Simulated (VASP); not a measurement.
# HfN (Fm-3m) in VASP: further runs

The runs below take HfN through single point, with PBEsol.

Everything below comes from runs of VASP 6.6.1. Logs are shortened: lines on timing, memory, paths and dates and some standing lists are left out, and cuts for length are marked.

## Step 1: The cell of the first run

The structure is cubic, space group Fm-3m (No. 225). The conventional cell has a = 4.292 Å, b = 4.292 Å, c = 4.292 Å, α = 90.00°, β = 90.00°, γ = 90.00°. Within 2.8 Å of Hf (site symmetry m-3m) lie 6 N at 2.15 Å. Within 2.8 Å of N (site symmetry m-3m) lie 6 Hf at 2.15 Å.

## Step 2: Single point, PBEsol (strain -0.050 along x and y, -0.050 along z)

File INCAR:

```
PREC = Accurate ; ENCUT = 520
EDIFF = 1E-6 ; ISMEAR = 0
SIGMA = 0.15 ; LREAL = False
LASPH = True ; NELM = 60
ALGO = Normal ; ISIF = 2
LWAVE = False ; LCHARG = True
GGA = PS ; LELF = True
LVHAR = True ; NBANDS = 14
```

File KPOINTS:

```
Automatic mesh
0
Gamma
  18 18 18
```

File POSCAR:

```
HfN
1.0
    0.0000000000      2.1460500000      2.1460500000
    2.1460500000      0.0000000000      2.1460500000
    2.1460500000      2.1460500000      0.0000000000
Hf N
1 1
Direct
    0.0000000000      0.0000000000      0.0000000000
    0.5000000000      0.5000000000      0.5000000000
```

Potentials or basis: VASP PAW PBE potentials, release 64 (Hf_pv, N).

Command:

```bash
cat potpaw_PBE.64/Hf_pv/POTCAR potpaw_PBE.64/N/POTCAR > POTCAR
mpirun -np 1 vasp_std > vasp.out
```

OUTCAR:

```text
PREC = Accurate
   ENCUT = 520
   EDIFF = 1E-6
   ISMEAR = 0
   LREAL = False
   LASPH = True
   NELM = 60
   ISIF = 2
   GGA = PS

 ion  position               nearest neighbor table
   1  0.000  0.000  0.000-   2 2.15   2 2.15   2 2.15   2 2.15   2 2.15   2 2.15
   2  0.500  0.500  0.500-   1 2.15   1 2.15   1 2.15   1 2.15   1 2.15   1 2.15

  LATTYP: Found a face centered cubic cell.
 ALAT       =     4.2921000000

  Lattice vectors:

 A1 = (   0.0000000000,   2.1460500000,   2.1460500000)
 A2 = (   2.1460500000,   0.0000000000,   2.1460500000)
 A3 = (   2.1460500000,   2.1460500000,   0.0000000000)

Analysis of symmetry for initial positions (statically):
=====================================================================
 Subroutine PRICEL returns:
 Original cell was already a primitive cell.

 Routine SETGRP: Setting up the symmetry group for a
 face centered cubic supercell.

 Subroutine GETGRP returns: Found 48 space group operations
 (whereof 48 operations were pure point group operations)
 out of a pool of 48 trial point group operations.

The static configuration has the point symmetry O_h .

Analysis of symmetry for dynamics (positions and initial velocities):
=====================================================================
 Subroutine PRICEL returns:
 Original cell was already a primitive cell.

 Routine SETGRP: Setting up the symmetry group for a
 face centered cubic supercell.

 Subroutine GETGRP returns: Found 48 space group operations
 (whereof 48 operations were pure point group operations)
 out of a pool of 48 trial point group operations.

The dynamic configuration has the point symmetry O_h .

 Subroutine INISYM returns: Found 48 space group operations
 (whereof 48 operations are pure point group operations),
 and found     1 'primitive' translations

----------------------------------------------------------------------------------------

                                     Primitive cell

  volume of cell :      19.7674

  direct lattice vectors                    reciprocal lattice vectors
     0.000000000  2.146050000  2.146050000    -0.232986184  0.232986184  0.232986184
     2.146050000  0.000000000  2.146050000     0.232986184 -0.232986184  0.232986184
     2.146050000  2.146050000  0.000000000     0.232986184  0.232986184 -0.232986184

  length of vectors
     3.034973016  3.034973016  3.034973016     0.403543908  0.403543908  0.403543908

  position of ions in fractional coordinates (direct lattice)
     0.000000000  0.000000000  0.000000000
     0.500000000  0.500000000  0.500000000

  ion indices of the primitive-cell ions
   primitive index   ion index
                 1           1
                 2           2

----------------------------------------------------------------------------------------

 KPOINTS: Automatic mesh

Automatic generation of k-mesh.
 Grid dimensions read from file:
 generate k-points for:   18   18   18

 Generating k-lattice:

  Cartesian coordinates                     Fractional coordinates (reciprocal lattice)
    -0.012943677  0.012943677  0.012943677     0.055555556  0.000000000  0.000000000
     0.012943677 -0.012943677  0.012943677     0.000000000  0.055555556  0.000000000
     0.012943677  0.012943677 -0.012943677     0.000000000  0.000000000  0.055555556

  Length of vectors
     0.022419106  0.022419106  0.022419106

  Shift w.r.t. Gamma in fractional coordinates (k-lattice)
     0.000000000  0.000000000  0.000000000

 Subroutine IBZKPT returns following result:
 ===========================================

 Found    195 irreducible k-points:

 Following reciprocal coordinates:
            Coordinates               Weight
  0.000000  0.000000  0.000000      1.000000
  0.055556  0.000000  0.000000      8.000000
  0.111111  0.000000  0.000000      8.000000
  0.166667  0.000000  0.000000      8.000000
  0.222222  0.000000  0.000000      8.000000
  0.277778  0.000000  0.000000      8.000000
[... 16 lines left out ...]
 -0.277778  0.055556  0.000000     24.000000
 -0.222222  0.055556  0.000000     24.000000
 [... further k-points ...]
   k-points           NKPTS =    195   k-points in BZ     NKDIM =    195   number of bands    NBANDS=     14
   number of dos      NEDOS =    301   number of ions     NIONS =      2
   total plane-waves  NPLWV =  13824
   dimension x,y,z NGX =    24 NGY =   24 NGZ =   24
   dimension x,y,z NGXF=    48 NGYF=   48 NGZF=   48
   ions per type =               1   1
   NGX,Y,Z   is equivalent  to a cutoff of  13.15, 13.15, 13.15 a.u.
   NGXF,Y,Z  is equivalent  to a cutoff of  26.29, 26.29, 26.29 a.u.
 SYSTEM =  unknown system
   PREC   = accura    normal or accurate (medium, high low for compatibility)
   ISTART =      0    job   : 0-new  1-cont  2-samecut
   ICHARG =      2    charge: 1-file 2-atom 10-const
   ISPIN  =      1    spin polarized calculation?
   LNONCOLLINEAR =      F non collinear calculations
   LSORBIT =      F    spin-orbit coupling
   LASPH  =      T    aspherical Exc in radial PAW
   ENCUT  =  520.0 eV  38.22 Ry    6.18 a.u.   5.64  5.64  5.64*2*pi/ulx,y,z
   NELM   =     60;   NELMIN=  2; NELMDL= -5     # of ELM steps
   EDIFF  = 0.1E-05   stopping-criterion for ELM
   LREAL  =      F    real-space projection
   EDIFFG = 0.1E-04   stopping-criterion for IOM
   NSW    =      0    number of steps for IOM
   IBRION =     -1    ionic relax: 0-MD 1-quasi-New 2-CG
   NFREE  =      0    steps in history (QN), initial steepest desc. (CG)
   ISIF   =      2    stress and relaxation
   ISYM   =      2    0-nonsym 1-usesym 2-fastsym
   POTIM  = 0.5000    time-step for ionic-motion
   TEBEG  =    0.0;   TEEND  =   0.0 temperature during run
   PSTRESS=    0.0 pullay stress
   NELECT =      15.0000    total number of electrons
   NUPDOWN=      -1.0000    fix difference up-down
   EMIN   =  10.00;   EMAX   =-10.00  energy-range for DOS
   EFERMI =   0.00;   METHOD = LEGACY
   ISMEAR =     0;   SIGMA  =   0.15  broadening in eV -4-tet -1-fermi 0-gaus
   EFERMI_NEDOS =   21; number of points for ismear=-14 and -15
   IALGO  =     38    algorithm
   IMIX   =      4    mixing-type and parameters
     AMIX     =   0.40;   BMIX     =  1.00
     AMIX_MAG =   1.60;   BMIX_MAG =  1.00
  volume/ion in A,a.u.               =       9.88        66.70
  Fermi-wavevector in a.u.,A,eV,Ry     =   1.493214  2.821765 30.336752  2.229688
  Thomas-Fermi vector in A             =   2.605643
   LORBIT       =      0    0 simple, 1 ext, 2 COOP (PROOUT), +10 PAW based schemes
   GGA     = PS    functional components
   LHFCALC =     F    Hartree Fock is set to
   AEXX    =    0.0000 exact exchange contribution
   IVDW    =     0    specifies the selected vdW correction
   LEPSILON=     F    determine dielectric tensor
   LRPA    =     F    only Hartree local field effects (RPA)
 non-spin polarized calculation
 Gauss-broadening in eV      SIGMA  =   0.15
  energy-cutoff  :      520.00
  volume of cell :       19.77
 maximum number of plane-waves:       544
   NGX = 11   NGY = 11   NGZ = 11

 number of electron      14.9999998 magnetization

 Free energy of the ion-electron system (eV)
  ---------------------------------------------------
  ext. energy  EPLUGINS =         0.00000000
  ---------------------------------------------------
  free energy    TOTEN  =       -22.57308245 eV

  energy without entropy =      -22.56700187  energy(sigma->0) =      -22.57004216

 E-fermi :   9.6037     XC(G=0): -13.7175

 val. band max:        9.5758369819   @ k =  -0.1111   0.0556   0.0000
 cond. band min:       9.6157728710   @ k =   0.1111   0.0000   0.0000
 fundamental gap:      0.0399358891
 Fermi energy:         9.6036661811

 k-point     1 :       0.0000    0.0000    0.0000
  band No.  band energies     occupation
      1     -20.8150      2.00000
      2     -20.8150      2.00000
      3     -20.8150      2.00000
      4      -8.7171      2.00000
      5       6.4844      2.00000
      6       6.4844      2.00000
      7       6.4844      2.00000
      8       9.1349      1.99999
      9       9.1349      1.99999
     10       9.1349      1.99999
     11      11.9504      0.00000
     12      11.9504      0.00000
     13      13.0573      0.00000
     14      19.5404      0.00000

 k-point     2 :       0.0556    0.0000    0.0000
  band No.  band energies     occupation
      1     -20.8753      2.00000
      2     -20.8192      2.00000
      3     -20.8192      2.00000
      4      -8.6133      2.00000
      5       6.1250      2.00000
      6       6.2402      2.00000
      7       6.2402      2.00000
      8       9.2629      1.99869
      9       9.2676      1.99847
     10       9.2676      1.99847
     11      12.2593      0.00000
     12      12.2593      0.00000
     13      13.2776      0.00000
     14      19.8364      0.00000

 k-point     3 :       0.1111    0.0000    0.0000
  band No.  band energies     occupation
      1     -21.0446      2.00000
      2     -20.8313      2.00000
      3     -20.8313      2.00000
      4      -8.3152      2.00000
      5       5.2836      2.00000
      6       5.6642      2.00000
      7       5.6642      2.00000
      8       9.5055      1.64520
      9       9.6158      0.90912
     10       9.6158      0.90912
     11      13.0724      0.00000
     12      13.0724      0.00000
     13      13.8680      0.00000
     14      20.6760      0.00000

 k-point     4 :       0.1667    0.0000    0.0000
  band No.  band energies     occupation
      1     -21.2924      2.00000
      2     -20.8498      2.00000
      3     -20.8498      2.00000
      4      -7.8593      2.00000
      5       4.2596      2.00000
      6       4.9815      2.00000
      7       4.9815      2.00000
      8       9.7775      0.10127
      9      10.1321      0.00000
     10      10.1321      0.00000
     11      14.1879      0.00000
     12      14.1879      0.00000
     13      14.6665      0.00000
     14      21.9226      0.00000

 k-point     5 :       0.2222    0.0000    0.0000
  band No.  band energies     occupation
      1     -21.5798      2.00000
      2     -20.8722      2.00000
      3     -20.8722      2.00000
      4      -7.2940      2.00000
      5       3.2043      2.00000
      6       4.3177      2.00000
      7       4.3177      2.00000
      8      10.1292      0.00000
      9      10.7985      0.00000
     10      10.7985      0.00000
     11      15.4550      0.00000
[... 276 lines left out ...]
 k-point    22 :      -0.3333    0.0556    0.0000
  band No.  band energies     occupation
      1     -22.1885      2.00000
      2     -20.9824      2.00000
      3     -20.9088      2.00000
      4      -5.8616      2.00000
      5       1.0114      2.00000
      6       3.0165      2.00000
      7       3.3506      2.00000
      8      11.3334      0.00000
      9      12.3538      0.00000
     10      13.4332      0.00000
     11      16.3300      0.00000
     12      17.9425      0.00000
     13      19.0507      0.00000
     14      22.5854      0.00000

 k-point    23 :      -0.2778    0.0556    0.0000
  band No.  band energies     occupation
      1     -21.9540      2.00000
      2     -20.9642      2.00000
      3     -20.8827      2.00000
      4      -6.4436      2.00000
      5       1.8180      2.00000
      6       3.3922      2.00000
      7       3.8233      2.00000
      8      10.6509      0.00000
      9      11.4889      0.00000
     10      12.6334      0.00000
     11      15.8234      0.00000
     12      17.0531      0.00000
     13      17.8900      0.00000
     14      22.6012      0.00000

 k-point    24 :      -0.2222    0.0556    0.0000
  band No.  band energies     occupation
      1     -21.6809      2.00000
      2     -20.9394      2.00000
      3     -20.8575      2.00000
      4      -7.0483      2.00000
      5       2.7339      2.00000
      6       3.8897      2.00000
      7       4.3956      2.00000
      8      10.1433      0.00000
      9      10.7046      0.00000
     10      11.7954      0.00000
     11      14.7880      0.00000
     12      16.2601      0.00000
     13      16.6111      0.00000
     14      22.6109      0.00000

 [... further k-points ...]
[... 5 lines left out ...]
  --------------------------------------------------------------------------------------
  -------------------------------------------------------------------------------------
  Total        6.5374551      6.5374551      6.5374551      0.0000000     -0.0000000      0.0000000
  in kB      529.8705694    529.8705694    529.8705694      0.0000000     -0.0000000      0.0000000
  external PRESSURE =     529.8705694 kB  Pullay stress =       0.0000000 kB

 VOLUME and BASIS-vectors are now :
 -----------------------------------------------------------------------------
  energy-cutoff  :      520.00
  volume of cell :       19.77
      direct lattice vectors                 reciprocal lattice vectors
     0.000000000  2.146050000  2.146050000    -0.232986184  0.232986184  0.232986184
     2.146050000  0.000000000  2.146050000     0.232986184 -0.232986184  0.232986184
     2.146050000  2.146050000  0.000000000     0.232986184  0.232986184 -0.232986184

 POSITION                                       TOTAL-FORCE (eV/Angst)
 -----------------------------------------------------------------------------------
      0.00000      0.00000      0.00000         0.000000     -0.000000      0.000000
      2.14605      2.14605      2.14605        -0.000000      0.000000     -0.000000
 -----------------------------------------------------------------------------------
    total drift:                                0.000000     -0.000000     -0.000000

  FREE ENERGIE OF THE ION-ELECTRON SYSTEM (eV)
  ---------------------------------------------------
  free  energy   TOTEN  =       -22.5730824535 eV

  energy  without entropy=      -22.5670018673  energy(sigma->0) =      -22.57004216
```

Run time: 52 s. Hardware: 1 thread of Intel Xeon 8259CL, shared host; peak memory 0.19 GiB.

Results:

```yaml
Free_energy: -22.5731 eV
Pressure: 53.0 GPa
Band_gap_on_the_k_mesh: zero (an odd number of electrons rules out a gap without spin polarisation)
```

Caveat: the cell differs from its parent crystal (strain -0.050 along x and y, -0.050 along z); the cell stands under pressure; the PAW data sets were made with another functional, which shifts forces and pressure a little; spin-orbit coupling is left out, which moves the levels of the heavy elements.

## Step 3: Single point, PBEsol (strain -0.025 along x and y, -0.025 along z)

File INCAR:

```
  ALGO = Normal
  EDIFF = 1E-6
  ENCUT = 520
  GGA = PS
  ISIF = 2
  ISMEAR = 0
  LASPH = T
  LCHARG = F
  LREAL = F
  LWAVE = F
  NBANDS = 14
  NELM = 100
  PREC = Accurate
  SIGMA = 0.15
```

File KPOINTS:

```
k-points
0
Gamma
  18 18 18
```

File POSCAR:

```
HfN
1.0
    0.0000000000      2.2025250000      2.2025250000
    2.2025250000      0.0000000000      2.2025250000
    2.2025250000      2.2025250000      0.0000000000
Hf N
1 1
Direct
    0.0000000000      0.0000000000      0.0000000000
    0.5000000000      0.5000000000      0.5000000000
```

Potentials or basis: VASP PAW PBE potentials, release 64 (Hf_pv, N).

Command:

```bash
cat potpaw_PBE.64/Hf_pv/POTCAR potpaw_PBE.64/N/POTCAR > POTCAR
mpirun -np 1 vasp_std > vasp.out
```

It took 60 s on 1 thread of Intel Xeon 8259CL, shared host; peak memory 0.19 GiB.

It converged, with:

```yaml
Free_energy: -22.9236 eV
Pressure: 19.0 GPa
Band_gap_on_the_k_mesh: zero (an odd number of electrons rules out a gap without spin polarisation)
```

Levels at points of the mesh, in eV from the Fermi level:
```
           k point  band 4  band 5  band 6  band 7  band 8  band 9  band 10  band 11  band 12  band 13
(0.00, 0.00, 0.00)  -17.87   -3.05   -3.05   -3.05   -0.41   -0.41    -0.41     2.14     2.14     2.59
(0.50, 0.00, 0.00)  -14.63   -9.34   -6.56   -6.56    3.67    4.13     4.13     4.84     9.84     9.84
(0.50, 0.50, 0.00)  -16.75   -5.33   -4.19   -3.66   -3.66    4.53     6.18     6.18     6.57     8.98
```

Caveat: the cell differs from its parent crystal (strain -0.025 along x and y, -0.025 along z); the cell stands under pressure; the PAW data sets were made with another functional, which shifts forces and pressure a little; spin-orbit coupling is left out, which moves the levels of the heavy elements.

The gap in the log of VASP goes by the Fermi energy; the results here count the filled bands.